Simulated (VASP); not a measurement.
# VH2 (Fm-3m) in VASP: notebook, part 2 of 2

VASP 6.6.1. The steps go on from the part before.

### Step 3. Electric field gradients, LDA, collinear spin, ferromagnetic start (6.49 Å³/atom)

Input file INCAR:

```
SYSTEM = VH2
ALGO = Normal
EDIFF = 1E-8
ENCUT = 520
GGA = CA
ISIF = 2
ISMEAR = -1
ISPIN = 2
LASPH = .TRUE.
LCHARG = .FALSE.
LEFG = .TRUE.
LMAXMIX = 4
LORBIT = 11
LREAL = .FALSE.
LWAVE = .FALSE.
MAGMOM = 1.5 0 0
NBANDS = 18
NELM = 150
PREC = Accurate
SIGMA = 0.05
```

Input file KPOINTS:

```
k-points
0
G
  15 15 15
  0 0 0
```

Input file POSCAR:

```
VH2
1.0
    0.0000000000      2.1355000000      2.1355000000
    2.1355000000      0.0000000000      2.1355000000
    2.1355000000      2.1355000000      0.0000000000
V H
1 2
Direct
    0.0000000000      0.0000000000      0.0000000000
    0.2500000000      0.2500000000      0.2500000000
    0.7500000000      0.7500000000      0.7500000000
```

Potentials or basis: VASP PAW LDA potentials, release 64 (V_sv, H).

Launch:

```console
> cat potpaw_LDA.64/V_sv/POTCAR potpaw_LDA.64/H/POTCAR > POTCAR
> mpirun -np 1 vasp_std > vasp.out
```

OUTCAR:

```text
SYSTEM = VH2
   EDIFF = 1E-8
   ENCUT = 520
   GGA = CA
   ISIF = 2
   ISMEAR = -1
   ISPIN = 2
   LASPH = .TRUE.
   LORBIT = 11
   LREAL = .FALSE.
   NELM = 150
   PREC = Accurate

 ion  position               nearest neighbor table
   1  0.000  0.000  0.000-   3 1.85   3 1.85   3 1.85   2 1.85   2 1.85   2 1.85   3 1.85   2 1.85

   2  0.250  0.250  0.250-   1 1.85   1 1.85   1 1.85   1 1.85
   3  0.750  0.750  0.750-   1 1.85   1 1.85   1 1.85   1 1.85

  LATTYP: Found a face centered cubic cell.
 ALAT       =     4.2710000000

  Lattice vectors:

 A1 = (   0.0000000000,   2.1355000000,   2.1355000000)
 A2 = (   2.1355000000,   0.0000000000,   2.1355000000)
 A3 = (   2.1355000000,   2.1355000000,   0.0000000000)

Analysis of symmetry for initial positions (statically):
=====================================================================
 Subroutine PRICEL returns:
 Original cell was already a primitive cell.

 Routine SETGRP: Setting up the symmetry group for a
 face centered cubic supercell.

 Subroutine GETGRP returns: Found 48 space group operations
 (whereof 48 operations were pure point group operations)
 out of a pool of 48 trial point group operations.

The static configuration has the point symmetry O_h .

Analysis of symmetry for dynamics (positions and initial velocities):
=====================================================================
 Subroutine PRICEL returns:
 Original cell was already a primitive cell.

 Routine SETGRP: Setting up the symmetry group for a
 face centered cubic supercell.

 Subroutine GETGRP returns: Found 48 space group operations
 (whereof 48 operations were pure point group operations)
 out of a pool of 48 trial point group operations.

The dynamic configuration has the point symmetry O_h .

Analysis of structural, dynamic, and magnetic symmetry:
=====================================================================
 Subroutine PRICEL returns:
 Original cell was already a primitive cell.

 Routine SETGRP: Setting up the symmetry group for a
 face centered cubic supercell.

 Subroutine GETGRP returns: Found 48 space group operations
 (whereof 48 operations were pure point group operations)
 out of a pool of 48 trial point group operations.

The overall configuration has the point symmetry O_h .

 Subroutine INISYM returns: Found 48 space group operations
 (whereof 48 operations are pure point group operations),
 and found     1 'primitive' translations

----------------------------------------------------------------------------------------

                                     Primitive cell

  volume of cell :      19.4773

  direct lattice vectors                    reciprocal lattice vectors
     0.000000000  2.135500000  2.135500000    -0.234137204  0.234137204  0.234137204
     2.135500000  0.000000000  2.135500000     0.234137204 -0.234137204  0.234137204
     2.135500000  2.135500000  0.000000000     0.234137204  0.234137204 -0.234137204

  length of vectors
     3.020053062  3.020053062  3.020053062     0.405537534  0.405537534  0.405537534

[... 122 lines left out ...]

 Free energy of the ion-electron system (eV)
  ---------------------------------------------------
  ext. energy  EPLUGINS =         0.00000000
  ---------------------------------------------------
  free energy    TOTEN  =       -17.79633873 eV

  energy without entropy =      -17.78442414  energy(sigma->0) =      -17.79038143

 E-fermi :   7.8232     XC(G=0): -12.4200

 val. band max:        7.7744162096   @ k =  -0.2000   0.2000   0.0000
 cond. band min:       7.8242676385   @ k =  -0.3333   0.2667   0.0667
 fundamental gap:      0.0498514288
 Fermi energy:         7.8232240066

 spin component 1

 k-point     1 :       0.0000    0.0000    0.0000
  band No.  band energies     occupation
      1     -55.9535      1.00000
      2     -30.0710      1.00000
      3     -30.0710      1.00000
      4     -30.0710      1.00000
      5      -3.3611      1.00000
      6       6.8743      1.00000
[... 493 lines left out ...]
     17      28.4864      0.00000
     18      28.8903      0.00000

 [... further k-points ...]

 spin component 2

 k-point     1 :       0.0000    0.0000    0.0000
  band No.  band energies     occupation
      1     -55.9536      1.00000
      2     -30.0712      1.00000
      3     -30.0712      1.00000
      4     -30.0712      1.00000
      5      -3.3612      1.00000
      6       6.8742      1.00000
[... 493 lines left out ...]
     17      28.4863      0.00000
     18      28.8902      0.00000

 [... further k-points ...]

------------------------ aborting loop because EDIFF is reached ----------------------------------------

  FORCE on cell =-STRESS in cart. coord.  units (eV):
  Direction    XX          YY          ZZ          XY          YZ          ZX
  --------------------------------------------------------------------------------------
  -------------------------------------------------------------------------------------
  Total       -1.9388699     -1.9388699     -1.9388699      0.0000000      0.0000000      0.0000000
  in kB     -159.4889238   -159.4889238   -159.4889238      0.0000000      0.0000000      0.0000000
  external PRESSURE =    -159.4889238 kB  Pullay stress =       0.0000000 kB

 VOLUME and BASIS-vectors are now :
 -----------------------------------------------------------------------------
  energy-cutoff  :      520.00
  volume of cell :       19.48
      direct lattice vectors                 reciprocal lattice vectors
     0.000000000  2.135500000  2.135500000    -0.234137204  0.234137204  0.234137204
     2.135500000  0.000000000  2.135500000     0.234137204 -0.234137204  0.234137204
     2.135500000  2.135500000  0.000000000     0.234137204  0.234137204 -0.234137204

 POSITION                                       TOTAL-FORCE (eV/Angst)
 -----------------------------------------------------------------------------------
      0.00000      0.00000      0.00000         0.000000      0.000000      0.000000
      1.06775      1.06775      1.06775         0.000000      0.000000     -0.000000
      3.20325      3.20325      3.20325        -0.000000     -0.000000     -0.000000
 -----------------------------------------------------------------------------------
    total drift:                               -0.000000      0.000000      0.000000

  FREE ENERGIE OF THE ION-ELECTRON SYSTEM (eV)
  ---------------------------------------------------
  free  energy   TOTEN  =       -17.7963387256 eV

  energy  without entropy=      -17.7844241408  energy(sigma->0) =      -17.79038143

 Electric field gradients (V/A^2)
---------------------------------------------------------------------
 ion       V_xx      V_yy      V_zz      V_xy      V_xz      V_yz
---------------------------------------------------------------------
   1       0.000    -0.000    -0.000    -0.002    -0.002    -0.002
   2      -0.000    -0.000    -0.000     0.000     0.000     0.000
   3      -0.000    -0.000    -0.000     0.000     0.000     0.000
---------------------------------------------------------------------

 Electric field gradients after diagonalization (V/A^2)
 (convention: |V_zz| > |V_xx| > |V_yy|)
----------------------------------------------------------------------
 ion       V_xx      V_yy      V_zz     asymmetry (V_yy - V_xx)/ V_zz
----------------------------------------------------------------------
   1       0.002     0.002    -0.003       0.000
   2      -0.000    -0.000     0.001       0.000
   3      -0.000    -0.000     0.001       0.000
----------------------------------------------------------------------

           NMR quadrupolar parameters

 Cq : quadrupolar parameter    Cq=e*Q*V_zz/h
 eta: asymmetry parameters     (V_yy - V_xx)/ V_zz
 Q  : nuclear electric quadrupole moment in mb (millibarn)
----------------------------------------------------------------------
 ion       Cq(MHz)       eta       Q (mb)
----------------------------------------------------------------------
   1      -0.000       0.000       1.000
   2       0.000       0.000       1.000
   3       0.000       0.000       1.000
----------------------------------------------------------------------

 total charge

# of ion       s       p       d       tot
------------------------------------------
    1        2.212   6.214   3.183  11.610
    2        0.556   0.026   0.000   0.583
    3        0.556   0.026   0.000   0.583
--------------------------------------------------
tot          3.324   6.267   3.183  12.775

 magnetization (x)

# of ion       s       p       d       tot
------------------------------------------
    1        0.000   0.000  -0.000  -0.000
    2        0.000  -0.000   0.000   0.000
    3        0.000  -0.000   0.000   0.000
--------------------------------------------------
tot          0.000  -0.000  -0.000  -0.000
```

stdout:

```text
POSCAR found type information on POSCAR V H
 POSCAR found :  2 types and       3 ions
 scaLAPACK will be used
 LDA part: xc-table for (Slater(with rela. corr.)+CA(PZ))
 , standard interpolation
 POSCAR, INCAR and KPOINTS ok, starting setup
 FFT: planning ... GRIDC
 FFT: planning ... GRID_SOFT
 FFT: planning ... GRID
 WAVECAR not read
 entering main loop
ion   1

ion   2

ion   3
```

Run time: 1.9 min. Hardware: 1 thread of Intel Xeon 8259CL, shared host; peak memory 0.18 GiB.

What came out:

```yaml
Free_energy: -17.7963 eV
Pressure: -15.9 GPa
Net_moment: 0.00 μB per cell
Largest_electric_field_gradient_by_atom: zero within the noise of the run
Valence_electrons_inside_the_program's_atomic_spheres: V 11.61; H 0.58
```

Caveat: the cell stands under tension.
